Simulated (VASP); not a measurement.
# Cd (P6_3/mmc) in VASP: a series of runs

The runs below take Cd through single point, with LDA.

All numbers are computed with VASP 6.6.1; they aren't measurements. Logs are shortened: lines on timing, memory, paths and dates and some standing lists are left out, and cuts for length are marked.

## (1) The cell of the first run

It takes space group P6_3/mmc (No. 194, hexagonal). The conventional cell has a = 2.882 Å, b = 2.882 Å, c = 5.638 Å, α = 90.00°, β = 90.00°, γ = 120.00°. Cd (site symmetry -6m2) has 12 Cd at 2.88 to 3.27 Å within 3.8 Å.

## (2) Single point, LDA

INCAR reads:

```
SYSTEM = Cd
  PREC = Accurate
  ENCUT = 520
  EDIFF = 1E-7
  ISMEAR = -1
  SIGMA = 0.03
  LREAL = .FALSE.
  LASPH = .TRUE.
  NELM = 60
  ALGO = Normal
  ISIF = 2
  LWAVE = .FALSE.
  LCHARG = .TRUE.
  GGA = CA
  LELF = .TRUE.
  LVHAR = .TRUE.
  NBANDS = 19
```

KPOINTS reads:

```
Automatic mesh
0
G
  13 13 6
  0 0 0
```

POSCAR reads:

```
Cd
1.0
    2.8818641727      0.0000000000      0.0000000000
   -1.4409320863      2.4957675838      0.0000000000
    0.0000000000      0.0000000000      5.6383707528
Cd
2
Direct
    0.3333333333      0.6666666667      0.2500000000
    0.6666666667      0.3333333333      0.7500000000
```

Potentials or basis: VASP PAW LDA potentials, release 64 (Cd).

Launch:

```sh
> cat potpaw_LDA.64/Cd/POTCAR > POTCAR
> mpirun -np 1 vasp_std > vasp.out
```

OUTCAR:

```text
SYSTEM = Cd
   PREC = Accurate
   ENCUT = 520
   EDIFF = 1E-7
   ISMEAR = -1
   LREAL = .FALSE.
   LASPH = .TRUE.
   NELM = 60
   ISIF = 2
   GGA = CA

 ion  position               nearest neighbor table
   1  0.333  0.667  0.250-   2 3.27   2 3.27   2 3.27   2 3.27   2 3.27   2 3.27
   2  0.667  0.333  0.750-   1 3.27   1 3.27   1 3.27   1 3.27   1 3.27   1 3.27

  LATTYP: Found a hexagonal cell.
 ALAT       =     2.8818641727
 C/A-ratio  =     1.9565012141

  Lattice vectors:

 A1 = (   2.8818641727,   0.0000000000,   0.0000000000)
 A2 = (  -1.4409320863,   2.4957675838,   0.0000000000)
 A3 = (   0.0000000000,   0.0000000000,   5.6383707528)

Analysis of symmetry for initial positions (statically):
=====================================================================
 Subroutine PRICEL returns:
 Original cell was already a primitive cell.

 Routine SETGRP: Setting up the symmetry group for a
 hexagonal supercell.

 Subroutine GETGRP returns: Found 24 space group operations
 (whereof 12 operations were pure point group operations)
 out of a pool of 24 trial point group operations.

The static configuration has the point symmetry D_3d.
 The point group associated with its full space group is D_6h.

Analysis of symmetry for dynamics (positions and initial velocities):
=====================================================================
 Subroutine PRICEL returns:
 Original cell was already a primitive cell.

 Routine SETGRP: Setting up the symmetry group for a
 hexagonal supercell.

 Subroutine GETGRP returns: Found 24 space group operations
 (whereof 12 operations were pure point group operations)
 out of a pool of 24 trial point group operations.

The dynamic configuration has the point symmetry D_3d.
 The point group associated with its full space group is D_6h.

 Subroutine INISYM returns: Found 24 space group operations
 (whereof 12 operations are pure point group operations),
 and found     1 'primitive' translations

----------------------------------------------------------------------------------------

                                     Primitive cell

  volume of cell :      40.5538

  direct lattice vectors                    reciprocal lattice vectors
     2.881864173  0.000000000  0.000000000     0.346997617  0.200339167  0.000000000
    -1.440932086  2.495767584  0.000000000     0.000000000  0.400678335  0.000000000
     0.000000000  0.000000000  5.638370753     0.000000000  0.000000000  0.177356198

  length of vectors
     2.881864173  2.881864173  5.638370753     0.400678335  0.400678335  0.177356198

  position of ions in fractional coordinates (direct lattice)
     0.333333333  0.666666667  0.250000000
     0.666666667  0.333333333  0.750000000

  ion indices of the primitive-cell ions
   primitive index   ion index
                 1           1
                 2           2

----------------------------------------------------------------------------------------

 KPOINTS: Automatic mesh

Automatic generation of k-mesh.
 Grid dimensions read from file:
 generate k-points for:   13   13    6

 Generating k-lattice:

  Cartesian coordinates                     Fractional coordinates (reciprocal lattice)
     0.026692124  0.015410705  0.000000000     0.076923077 -0.000000000  0.000000000
     0.000000000  0.030821410  0.000000000     0.000000000  0.076923077  0.000000000
     0.000000000  0.000000000  0.029559366     0.000000000  0.000000000  0.166666667

  Length of vectors
     0.030821410  0.030821410  0.029559366

  Shift w.r.t. Gamma in fractional coordinates (k-lattice)
     0.000000000  0.000000000  0.000000000

 Subroutine IBZKPT returns following result:
 ===========================================

 Found     84 irreducible k-points:

 Following reciprocal coordinates:
            Coordinates               Weight
  0.000000  0.000000  0.000000      1.000000
  0.076923  0.000000  0.000000      6.000000
  0.153846 -0.000000  0.000000      6.000000
  0.230769 -0.000000  0.000000      6.000000
  0.307692 -0.000000  0.000000      6.000000
  0.384615  0.000000  0.000000      6.000000
[... 16 lines left out ...]
  0.076923  0.000000  0.166667     12.000000
  0.153846 -0.000000  0.166667     12.000000
 [... further k-points ...]
   k-points           NKPTS =     84   k-points in BZ     NKDIM =     84   number of bands    NBANDS=     19
   number of dos      NEDOS =    301   number of ions     NIONS =      2
   total plane-waves  NPLWV =  24192
   dimension x,y,z NGX =    24 NGY =   24 NGZ =   42
   dimension x,y,z NGXF=    48 NGYF=   48 NGZF=   84
   ions per type =               2
   NGX,Y,Z   is equivalent  to a cutoff of  13.84, 13.84, 12.38 a.u.
   NGXF,Y,Z  is equivalent  to a cutoff of  27.69, 27.69, 24.77 a.u.
 SYSTEM =  Cd
   PREC   = accura    normal or accurate (medium, high low for compatibility)
   ISTART =      0    job   : 0-new  1-cont  2-samecut
   ICHARG =      2    charge: 1-file 2-atom 10-const
   ISPIN  =      1    spin polarized calculation?
   LNONCOLLINEAR =      F non collinear calculations
   LSORBIT =      F    spin-orbit coupling
   LASPH  =      T    aspherical Exc in radial PAW
   ENCUT  =  520.0 eV  38.22 Ry    6.18 a.u.   5.36  5.36 10.48*2*pi/ulx,y,z
   NELM   =     60;   NELMIN=  2; NELMDL= -5     # of ELM steps
   EDIFF  = 0.1E-06   stopping-criterion for ELM
   LREAL  =      F    real-space projection
   EDIFFG = 0.1E-05   stopping-criterion for IOM
   NSW    =      0    number of steps for IOM
   IBRION =     -1    ionic relax: 0-MD 1-quasi-New 2-CG
   NFREE  =      0    steps in history (QN), initial steepest desc. (CG)
   ISIF   =      2    stress and relaxation
   ISYM   =      2    0-nonsym 1-usesym 2-fastsym
   POTIM  = 0.5000    time-step for ionic-motion
   TEBEG  =    0.0;   TEEND  =   0.0 temperature during run
   PSTRESS=    0.0 pullay stress
   NELECT =      24.0000    total number of electrons
   NUPDOWN=      -1.0000    fix difference up-down
   EMIN   =  10.00;   EMAX   =-10.00  energy-range for DOS
   EFERMI =   0.00;   METHOD = LEGACY
   ISMEAR =    -1;   SIGMA  =   0.03  broadening in eV -4-tet -1-fermi 0-gaus
   EFERMI_NEDOS =   21; number of points for ismear=-14 and -15
   IALGO  =     38    algorithm
   IMIX   =      4    mixing-type and parameters
     AMIX     =   0.40;   BMIX     =  1.00
     AMIX_MAG =   1.60;   BMIX_MAG =  1.00
  volume/ion in A,a.u.               =      20.28       136.84
  Fermi-wavevector in a.u.,A,eV,Ry     =   1.374469  2.597369 25.703635  1.889164
  Thomas-Fermi vector in A             =   2.499892
   LORBIT       =      0    0 simple, 1 ext, 2 COOP (PROOUT), +10 PAW based schemes
   GGA     = CA    functional components
   LHFCALC =     F    Hartree Fock is set to
   AEXX    =    0.0000 exact exchange contribution
   IVDW    =     0    specifies the selected vdW correction
   LEPSILON=     F    determine dielectric tensor
   LRPA    =     F    only Hartree local field effects (RPA)
 non-spin polarized calculation
  energy-cutoff  :      520.00
  volume of cell :       40.55
 maximum number of plane-waves:      1136
 NGX is ok and might be reduce to    24
   NGX = 11   NGY = 11   NGZ = 21

 number of electron      23.9999994 magnetization

 Free energy of the ion-electron system (eV)
  ---------------------------------------------------
  ext. energy  EPLUGINS =         0.00000000
  ---------------------------------------------------
  free energy    TOTEN  =        -3.03918697 eV

  energy without entropy =       -3.03853356  energy(sigma->0) =       -3.03886026

 E-fermi :   3.0780     XC(G=0): -11.6950

 val. band max:        2.9511974567   @ k =   0.1538   0.0769   0.1667
 cond. band min:       3.0922623016   @ k =   0.3077  -0.0000   0.0000
 fundamental gap:      0.1410648450
 Fermi energy:         3.0780157395

 k-point     1 :       0.0000    0.0000    0.0000
  band No.  band energies     occupation
      1      -7.0198      2.00000
      2      -6.7927      2.00000
      3      -6.2177      2.00000
      4      -6.2177      2.00000
      5      -6.1682      2.00000
      6      -6.1682      2.00000
[... 11 lines left out ...]
     18      19.3300      0.00000
     19      19.5963      0.00000

 k-point     2 :       0.0769    0.0000    0.0000
  band No.  band energies     occupation
      1      -6.9417      2.00000
      2      -6.6979      2.00000
      3      -6.2502      2.00000
      4      -6.1975      2.00000
      5      -6.1511      2.00000
      6      -6.1034      2.00000
[... 11 lines left out ...]
     18      18.2874      0.00000
     19      20.1162      0.00000

 k-point     3 :       0.1538   -0.0000    0.0000
  band No.  band energies     occupation
      1      -6.7828      2.00000
      2      -6.5438      2.00000
      3      -6.3265      2.00000
      4      -6.1982      2.00000
      5      -5.9626      2.00000
      6      -5.9203      2.00000
[... 11 lines left out ...]
     18      17.9023      0.00000
     19      18.3708      0.00000

 k-point     4 :       0.2308   -0.0000    0.0000
  band No.  band energies     occupation
      1      -6.7929      2.00000
      2      -6.5780      2.00000
      3      -6.2395      2.00000
      4      -6.0787      2.00000
      5      -6.0173      2.00000
      6      -5.7849      2.00000
[... 11 lines left out ...]
     18      16.1630      0.00000
     19      17.5695      0.00000

 k-point     5 :       0.3077   -0.0000    0.0000
  band No.  band energies     occupation
      1      -6.9347      2.00000
      2      -6.7416      2.00000
      3      -6.3634      2.00000
      4      -6.0328      2.00000
      5      -5.9614      2.00000
      6      -5.7509      2.00000
[... 11 lines left out ...]
     18      16.7355      0.00000
     19      17.2999      0.00000
[... 334 lines left out ...]
      2      -6.2796      2.00000
      3      -6.2348      2.00000
      4      -6.1424      2.00000
      5      -6.0799      2.00000
      6      -5.9330      2.00000
[... 11 lines left out ...]
     18       9.5888      0.00000
     19      11.4564      0.00000

 k-point    22 :       0.0000    0.0000    0.1667
  band No.  band energies     occupation
      1      -7.0038      2.00000
      2      -6.8047      2.00000
      3      -6.2176      2.00000
      4      -6.2176      2.00000
      5      -6.1743      2.00000
      6      -6.1743      2.00000
[... 11 lines left out ...]
     18      19.4434      0.00000
     19      19.4434      0.00000

 k-point    23 :       0.0769    0.0000    0.1667
  band No.  band energies     occupation
      1      -6.9251      2.00000
      2      -6.7132      2.00000
      3      -6.2480      2.00000
      4      -6.2032      2.00000
      5      -6.1515      2.00000
      6      -6.1096      2.00000
[... 11 lines left out ...]
     18      19.4314      0.00000
     19      19.6210      0.00000

 k-point    24 :       0.1538   -0.0000    0.1667
  band No.  band energies     occupation
      1      -6.7663      2.00000
      2      -6.5579      2.00000
      3      -6.3178      2.00000
      4      -6.2177      2.00000
      5      -5.9649      2.00000
      6      -5.9270      2.00000
[... 11 lines left out ...]
     18      18.0272      0.00000
     19      19.3934      0.00000

 [... further k-points ...]
[... 5 lines left out ...]
  --------------------------------------------------------------------------------------
  -------------------------------------------------------------------------------------
  Total        0.5087839      0.5087839     -0.4340006      0.0000000     -0.0000000      0.0000000
  in kB       20.1007694     20.1007694    -17.1462687      0.0000000     -0.0000000      0.0000000
  external PRESSURE =       7.6850901 kB  Pullay stress =       0.0000000 kB

 VOLUME and BASIS-vectors are now :
 -----------------------------------------------------------------------------
  energy-cutoff  :      520.00
  volume of cell :       40.55
      direct lattice vectors                 reciprocal lattice vectors
     2.881864173  0.000000000  0.000000000     0.346997617  0.200339167  0.000000000
    -1.440932086  2.495767584  0.000000000     0.000000000  0.400678335  0.000000000
     0.000000000  0.000000000  5.638370753     0.000000000  0.000000000  0.177356198

 POSITION                                       TOTAL-FORCE (eV/Angst)
 -----------------------------------------------------------------------------------
     -0.00000      1.66385      1.40959        -0.000000      0.000000      0.000000
      1.44093      0.83192      4.22878         0.000000     -0.000000      0.000000
 -----------------------------------------------------------------------------------
    total drift:                               -0.000000      0.000000      0.000000

  FREE ENERGIE OF THE ION-ELECTRON SYSTEM (eV)
  ---------------------------------------------------
  free  energy   TOTEN  =        -3.0391869702 eV

  energy  without entropy=       -3.0385335589  energy(sigma->0) =       -3.03886026
```

It took 34 s on 1 thread of Intel Xeon Platinum 8259CL at 2.50GHz (Skylake/Cascade Lake), shared host; peak memory 0.17 GiB.

Results:

```
Free energy            : -3.0392 eV
Pressure               : 0.8 GPa
Band gap on the k mesh : zero (band 12 reaches 4.47 eV, above the bottom of band 13 at -0.22 eV)
```

Levels at points of the mesh, in eV from the Fermi level:
```csv
k point,band 8,band 9,band 10,band 11,band 12,band 13,band 14,band 15,band 16,band 17
"(0.00, 0.00, 0.00)",-8.60,-8.60,-8.36,-8.36,-3.33,-3.30,10.03,14.80,15.29,16.25
"(0.00, 0.00, 0.50)",-8.47,-8.47,-8.47,-7.66,-7.66,3.41,3.41,15.59,15.59,17.16
```

## (3) Single point, LDA

INCAR reads:

```
SYSTEM = Cd
ALGO     = Normal         ! electronic algorithm
EDIFF    = 1E-6           ! SCF threshold, eV
ENCUT    = 520            ! plane-wave cutoff, eV
GGA      = CA             ! functional
ISIF     = 2              ! what is computed and relaxed
ISMEAR   = -1             ! smearing method
LASPH    = .TRUE.         ! aspherical terms in the spheres
LCHARG   = .FALSE.        ! write CHGCAR
LREAL    = .FALSE.        ! projectors in reciprocal space
LWAVE    = .FALSE.        ! write WAVECAR
NBANDS   = 19             ! bands
NELM     = 60             ! most SCF steps
PREC     = Accurate       ! precision mode
SIGMA    = 0.2            ! smearing width, eV
```

KPOINTS reads:

```
k-points
0
G
  13 13 6
  0 0 0
```

POSCAR is that of step 2.

Potentials or basis: VASP PAW LDA potentials, release 64 (Cd).

Launch:

```sh
> cat potpaw_LDA.64/Cd/POTCAR > POTCAR
> mpirun -np 1 vasp_std > vasp.out
```

OUTCAR:

```text
SYSTEM = Cd
   EDIFF = 1E-6
   ENCUT = 520
   GGA = CA
   ISIF = 2
   ISMEAR = -1
   LASPH = .TRUE.
   LREAL = .FALSE.
   NELM = 60
   PREC = Accurate

 ion  position               nearest neighbor table
   1  0.333  0.667  0.250-   2 3.27   2 3.27   2 3.27   2 3.27   2 3.27   2 3.27
   2  0.667  0.333  0.750-   1 3.27   1 3.27   1 3.27   1 3.27   1 3.27   1 3.27

  LATTYP: Found a hexagonal cell.
 ALAT       =     2.8818641727
 C/A-ratio  =     1.9565012141

  Lattice vectors:

 A1 = (   2.8818641727,   0.0000000000,   0.0000000000)
 A2 = (  -1.4409320863,   2.4957675838,   0.0000000000)
 A3 = (   0.0000000000,   0.0000000000,   5.6383707528)

Analysis of symmetry for initial positions (statically):
=====================================================================
 Subroutine PRICEL returns:
 Original cell was already a primitive cell.

 Routine SETGRP: Setting up the symmetry group for a
 hexagonal supercell.

 Subroutine GETGRP returns: Found 24 space group operations
 (whereof 12 operations were pure point group operations)
 out of a pool of 24 trial point group operations.

[... 155 lines left out ...]

 Free energy of the ion-electron system (eV)
  ---------------------------------------------------
  ext. energy  EPLUGINS =         0.00000000
  ---------------------------------------------------
  free energy    TOTEN  =        -3.06740621 eV

  energy without entropy =       -3.00490766  energy(sigma->0) =       -3.03615694

 E-fermi :   3.1392     XC(G=0): -11.6945

 val. band max:        3.0912925166   @ k =   0.3077  -0.0000   0.0000
 cond. band min:       3.1599207907   @ k =   0.3846   0.0769   0.0000
 fundamental gap:      0.0686282741
 Fermi energy:         3.1391920497

 k-point     1 :       0.0000    0.0000    0.0000
  band No.  band energies     occupation
      1      -7.0184      2.00000
      2      -6.7911      2.00000
      3      -6.2155      2.00000
      4      -6.2155      2.00000
      5      -6.1660      2.00000
      6      -6.1660      2.00000
[... 505 lines left out ...]
      6      -5.9248      2.00000
[... 11 lines left out ...]
     18      18.0278      0.00000
     19      19.3938      0.00000

 [... further k-points ...]
[... 5 lines left out ...]
  --------------------------------------------------------------------------------------
  -------------------------------------------------------------------------------------
  Total        0.4692185      0.4692185     -0.2547210      0.0000000     -0.0000000      0.0000000
  in kB       18.5376406     18.5376406    -10.0633849      0.0000000     -0.0000000      0.0000000
  external PRESSURE =       9.0039654 kB  Pullay stress =       0.0000000 kB

 VOLUME and BASIS-vectors are now :
 -----------------------------------------------------------------------------
  energy-cutoff  :      520.00
  volume of cell :       40.55
      direct lattice vectors                 reciprocal lattice vectors
     2.881864173  0.000000000  0.000000000     0.346997617  0.200339167  0.000000000
    -1.440932086  2.495767584  0.000000000     0.000000000  0.400678335  0.000000000
     0.000000000  0.000000000  5.638370753     0.000000000  0.000000000  0.177356198

 POSITION                                       TOTAL-FORCE (eV/Angst)
 -----------------------------------------------------------------------------------
     -0.00000      1.66385      1.40959        -0.000000      0.000000      0.000000
      1.44093      0.83192      4.22878         0.000000     -0.000000      0.000000
 -----------------------------------------------------------------------------------
    total drift:                               -0.000000      0.000000      0.000000

  FREE ENERGIE OF THE ION-ELECTRON SYSTEM (eV)
  ---------------------------------------------------
  free  energy   TOTEN  =        -3.0674062143 eV

  energy  without entropy=       -3.0049076648  energy(sigma->0) =       -3.03615694
```

It took 32 s on 1 thread of Intel Xeon Platinum 8259CL at 2.50GHz (Skylake/Cascade Lake), shared host; peak memory 0.17 GiB.

Results:

| Property | Result |
| --- | --- |
| Free energy | -3.0674 eV |
| Pressure | 0.9 GPa |
| Band gap on the k mesh | zero (band 12 reaches 4.47 eV, above the bottom of band 13 at -0.22 eV) |

Stress tensor (GPa, compression positive):
```
 1.85  0.00  0.00
 0.00  1.85  0.00
 0.00  0.00 -1.01
```

Levels at points of the mesh, in eV from the Fermi level:
```csv
k point,band 8,band 9,band 10,band 11,band 12,band 13,band 14,band 15,band 16,band 17
"(0.00, 0.00, 0.00)",-8.66,-8.66,-8.42,-8.42,-3.39,-3.36,9.97,14.74,15.23,16.19
"(0.00, 0.00, 0.50)",-8.53,-8.53,-8.53,-7.72,-7.72,3.35,3.35,15.53,15.53,17.10
```
